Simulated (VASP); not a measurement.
## RbBr: single point with PBEsol

Crystal: RbBr.

```xyz
2
Lattice="0.0000 3.4249 3.4249 3.4249 0.0000 3.4249 3.4249 3.4249 0.0000" Properties=species:S:1:pos:R:3 pbc="T T T"
Rb    0.0000    0.0000    0.0000
Br    3.4249    3.4249    3.4249
```

- Program: VASP 6.6.1
- Task: single point
- Functional: PBEsol
- Potentials or basis: VASP PAW PBE potentials, release 64 (Rb_sv, Br)
- Cutoff: 520 eV
- k mesh: 8 × 8 × 8
- Occupations: fermi-dirac, width 0.08 eV
- Spin: no spin polarisation
- Dipole correction: no
- Further INCAR settings: ALGO = Normal; EDIFF = 1e-06; NBANDS = 15

```json
{"Pressure": "0.0 GPa", "Band gap on the k mesh": "4.22 eV, direct"}
```

Levels at points of the mesh, in eV from the valence-band top:
| k point | band 5 | band 6 | band 7 | band 8 | band 9 | band 10 | band 11 | band 12 |
| --- | --- | --- | --- | --- | --- | --- | --- | --- |
| (0.00, 0.00, 0.00) | -8.44 | 0.00 | 0.00 | 0.00 | 4.22 | 7.20 | 7.20 | 7.20 |
| (0.50, 0.00, 0.00) | -8.39 | -1.02 | -0.37 | -0.37 | 6.67 | 7.62 | 9.44 | 9.44 |
| (0.50, 0.50, 0.00) | -8.51 | -0.49 | -0.16 | -0.16 | 5.49 | 7.02 | 9.06 | 9.15 |

Wall time 17 s on 1 thread of Intel(R) Xeon(R) 6975P-C (Granite Rapids), on a shared host, peak memory 0.21 GiB.

Caveat: the PAW data sets were made with another functional, which shifts forces and pressure a little. A k mesh can miss the band edges.
